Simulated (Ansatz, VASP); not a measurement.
## Two plane-wave programs on RbSrBr3

The input POSCAR:

```
RbSrBr3
1.0
    6.2433788757      0.0000000000      0.0000000000
    0.0000000000      6.2433788757      0.0000000000
    0.0000000000      0.0000000000      6.2433788757
Rb Sr Br
1 1 3
Direct
    0.0000000000      0.0000000000      0.0000000000
    0.5000000000      0.5000000000      0.5000000000
    0.5000000000      0.5000000000      0.0000000000
    0.5000000000      0.0000000000      0.5000000000
    0.0000000000      0.5000000000      0.5000000000
```

Contents of INCAR.step1:

```
ALGO = Normal
EDIFF = 1E-4
ENCUT = 520
GGA = PE
ISMEAR = 0
LASPH = T
LCHARG = F
LREAL = F
LWAVE = T
NBANDS = 28
NELM = 100
PREC = Accurate
SIGMA = 0.01
```

Contents of INCAR.step2:

```
ALGO = Normal
EDIFF = 1E-6
ENCUT = 520
ISIF = 2
ISMEAR = 0
ISTART = 1
LASPH = T
LCHARG = F
LMIXTAU = T
LREAL = F
LWAVE = F
METAGGA = R2SCAN
NBANDS = 28
NELM = 100
PREC = Accurate
SIGMA = 0.01
```

Contents of KPOINTS:

```
k-points
0
Gamma
  4 4 4
```

Input for Ansatz:

```yaml
crystal:
  lattice:
    - [6.2433788757, 0.0, 0.0]
    - [0.0, 6.2433788757, 0.0]
    - [0.0, 0.0, 6.2433788757]
  atoms:
    - { symbol: Rb, position: [0.0, 0.0, 0.0] }
    - { symbol: Sr, position: [0.5, 0.5, 0.5] }
    - { symbol: Br, position: [0.5, 0.5, 0.0] }
    - { symbol: Br, position: [0.5, 0.0, 0.5] }
    - { symbol: Br, position: [0.0, 0.5, 0.5] }
kpoints:
  mp_grid: { grid: [4, 4, 4] }
  band_path:
    path: [[0.0, 0.0, 0.0], [0.0, 0.5, 0.0], [0.5, 0.5, 0.0], [0.5, 0.5, 0.5]]
    npoints: 1
hamiltonian:
  xc: r2scan
scf:
  occupations: { method: fixed }
  n_extra_bands: 5
output:
  forces: true
  stress: true
  eigenvalues: true
```

Change from the starting cell: hydrostatic strain +5.0%.

Alike in both runs: task single point; functional r2SCAN; k mesh 4 × 4 × 4; no spin polarisation.

|  | VASP | Ansatz |
| --- | --- | --- |
| version | VASP 6.6.1 | Ansatz 0.2.0 |
| potentials or method | VASP PAW PBE potentials, release 64 (Rb_sv, Sr_sv, Br) | plane waves, PAW |
| plane-wave cutoff (eV) | 520 | 500 |
| occupations | gaussian, width 0.01 eV | fixed |
| valence electrons in the cell | 40 | 40 |

```tsv
	VASP	Ansatz	Ansatz less VASP
gap on the k mesh at the Fermi level (eV)	4.37	4.36	-0.002
pressure (GPa)	-1.9	-1.9	-0.02
```

VASP's potentials were made for PBE, not for r2SCAN.
